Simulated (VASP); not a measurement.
The system is TiC.

```
Ti C
1.0
     0.00000    2.15930    2.15930
     2.15930    0.00000    2.15930
     2.15930    2.15930    0.00000
Ti C
1 1
Direct
  0.00000 0.00000 0.00000
  0.50000 0.50000 0.50000
```

```yaml
Program: VASP 6.6.1
Task: relaxation of cell and atoms
Functional: LDA
Potentials_or_basis: VASP PAW LDA potentials, release 64 (Ti_sv, C)
Cutoff: 600 eV
k_mesh: 16 × 16 × 16
Occupations: gaussian, width 0.2 eV
Spin: no spin polarisation
```

At the start: pressure -9.9 GPa; volume 10.07 Å³/atom.

**Question.** Where does the relaxation end?

**Answer.** Over 6 steps the energy falls by 12.1 meV/atom and the volume is 9.69 Å³/atom (-3.8 %); space group Fm-3m (No. 225, to 0.1 Å) before and after.

Step by step:
```tsv
step	energy change (eV)	largest force (eV/Å)	pressure (GPa)	volume (Å³)
1	0.0000	0.0000	-9.93	20.14
2	0.0257	0.0000	16.59	18.37
3	-0.0242	0.0000	-0.14	19.39
4	-0.0242	0.0000	0.06	19.37
5	-0.0242	0.0000	-0.06	19.38
6	-0.0242	0.0000	-0.01	19.38
```

Final structure:
```
Ti C
1.0
     0.00000    2.13187    2.13187
     2.13187    0.00000    2.13187
     2.13187    2.13187    0.00000
Ti C
1 1
Direct
  0.00000 0.00000 0.00000
  0.50000 0.50000 0.50000
```
